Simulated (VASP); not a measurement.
A run of VASP 6.6.1:

Contents of INCAR:

```
PREC     = Accurate       # precision mode
ENCUT    = 600            # plane-wave cutoff, eV
EDIFF    = 1E-6           # SCF threshold, eV
ISMEAR   = 0              # smearing method
SIGMA    = 0.1            # smearing width, eV
LREAL    = False          # projectors in reciprocal space
LASPH    = True           # aspherical terms in the spheres
NELM     = 100            # most SCF steps
ALGO     = Normal         # electronic algorithm
ISIF     = 3              # what is computed and relaxed
LWAVE    = False          # write WAVECAR
LCHARG   = False          # write CHGCAR
GGA      = PE             # functional
IBRION   = 2              # ionic algorithm
NSW      = 50             # ionic steps
EDIFFG   = -0.003         # ionic threshold
```

KPOINTS

```
Automatic mesh
0
Gamma
  18 18 18
```

The input POSCAR:

```
Si2Mo
1.0
   -1.6148573775      1.6148573775      3.9522560429
    1.6148573775     -1.6148573775      3.9522560429
    1.6148573775      1.6148573775     -3.9522560429
Si Mo
2 1
Direct
    0.3350991394      0.3350991394      0.0000000000
    0.6649008606      0.6649008606      0.0000000000
    0.0000000000      0.0000000000      0.0000000000
```

Potentials or basis: VASP PAW PBE potentials, release 64 (Si, Mo_sv).

Command:

```bash
$ cat potpaw_PBE.64/Si/POTCAR potpaw_PBE.64/Mo_sv/POTCAR > POTCAR
$ mpirun -np 1 vasp_std > vasp.out
```

Hardware: 1 thread of AMD EPYC 9R45 96-Core Processor (Zen 5), on a shared host.

Question: How long does it take, and how much memory?

Answer: Run time: 13 min on 1 thread of AMD EPYC 9R45 96-Core Processor (Zen 5) (shared host), peak memory 0.48 GiB. Counts: scf iterations 50, k points 480, ion steps 11.
